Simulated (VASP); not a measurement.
AgI: single point with PBE

The system is AgI.

```
Ag I
1.0
     4.73226    0.00000    0.00000
    -2.36613    4.09826    0.00000
     0.00000    0.00000    7.74034
Ag I
2 2
Cartesian
  2.3661 1.3661 4.8583
  0.0000 2.7322 0.9881
  2.3661 1.3661 0.0181
  0.0000 2.7322 3.8883
```

| Quantity | Value |
| --- | --- |
| Program | VASP 6.6.1 |
| Task | single point |
| Functional | PBE |
| Potentials or basis | VASP PAW PBE potentials, release 64 (Ag, I) |
| Cutoff | 500 eV |
| k mesh | 6 × 6 × 4 |
| Occupations | gaussian, width 0.02 eV |
| Spin | no spin polarisation |
| Dipole correction | no |
| Further INCAR settings | ALGO = Normal; EDIFF = 1e-06; NBANDS = 26 |

```yaml
Pressure: -0.8 GPa
Band_gap_on_the_k_mesh: 1.37 eV
```

Forces on the atoms (eV/Å):
```
Ag   0.000  0.000 -0.003
Ag   0.000  0.000 -0.003
I    0.000  0.000  0.003
I    0.000  0.000  0.003
```

Levels at points of the mesh, in eV from the valence-band top:
| k point | band 14 | band 15 | band 16 | band 17 | band 18 | band 19 | band 20 | band 21 | band 22 | band 23 |
| --- | --- | --- | --- | --- | --- | --- | --- | --- | --- | --- |
| (0.00, 0.00, 0.00) | -0.60 | -0.60 | -0.05 | 0.00 | 0.00 | 1.37 | 2.69 | 5.89 | 5.89 | 6.04 |
| (0.50, 0.00, 0.00) | -2.29 | -1.88 | -1.50 | -0.86 | -0.60 | 3.29 | 3.67 | 4.95 | 5.75 | 6.35 |
| (0.00, 0.00, 0.50) | -1.49 | -0.31 | -0.31 | -0.31 | -0.31 | 2.62 | 2.62 | 5.65 | 5.65 | 6.17 |
| (0.50, 0.00, 0.50) | -2.47 | -1.05 | -1.05 | -1.05 | -1.05 | 3.31 | 3.31 | 4.97 | 4.97 | 7.23 |

Wall time 38 s on 1 thread of Intel(R) Xeon(R) 6975P-C (Granite Rapids), on a shared host, peak memory 0.28 GiB.

Caveat: spin-orbit coupling is left out, which moves the levels of the heavy elements.
